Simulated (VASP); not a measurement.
Wanted: the native input for a VASP 6.6.1 run.

- Task: single point
- Functional: PBE
- Potentials or basis: VASP PAW PBE potentials, release 64 (Hf_pv, O)
- Cutoff: 520 eV
- k mesh: 8 × 8 × 8
- Occupations: gaussian, width 0.05 eV
- Spin: no spin polarisation
- Dipole correction: no
- Further INCAR settings: ALGO = Normal; EDIFF = 1e-07; NBANDS = 18

The structure of HfO2 lies in POSCAR:

```
HfO2
1.0
    0.0000000000      2.5488057606      2.5488057606
    2.5488057606      0.0000000000      2.5488057606
    2.5488057606      2.5488057606      0.0000000000
Hf O
1 2
Direct
    0.0000000000      0.0000000000      0.0000000000
    0.2549042576      0.2450957424      0.2549042576
    0.7549042576      0.7450957424      0.7549042576
```

This cell differs from its parent crystal: all O atoms moved +0.025 Å, as atom 2 along Cartesian [0 1 0].

The input as run:

INCAR

```
ALGO = Normal ; EDIFF = 1E-7
ENCUT = 520 ; GGA = PE
ISIF = 2 ; ISMEAR = 0
LASPH = T ; LCHARG = F
LREAL = F ; LWAVE = F
NBANDS = 18 ; NELM = 80
PREC = Accurate ; SIGMA = 0.05
```

KPOINTS

```
k-points
0
Gamma
  8 8 8
```

Potentials or basis: VASP PAW PBE potentials, release 64 (Hf_pv, O).

Launch:

```bash
$ cat potpaw_PBE.64/Hf_pv/POTCAR potpaw_PBE.64/O/POTCAR > POTCAR
$ mpirun -np 1 vasp_std > vasp.out
```

Results of the run:

```yaml
Pressure: -3.6 GPa
Largest_force: 0.109 eV/Å
Band_gap_on_the_k_mesh: 3.76 eV, direct
```

Caveat: the cell differs from its parent crystal (all O atoms moved +0.025 Å, as atom 2 along Cartesian [0 1 0]); spin-orbit coupling is left out, which moves the levels of the heavy elements.

Wall time 23 s on 1 thread of Intel(R) Xeon(R) Platinum 8488C (Sapphire Rapids), on a shared host, peak memory 0.18 GiB.
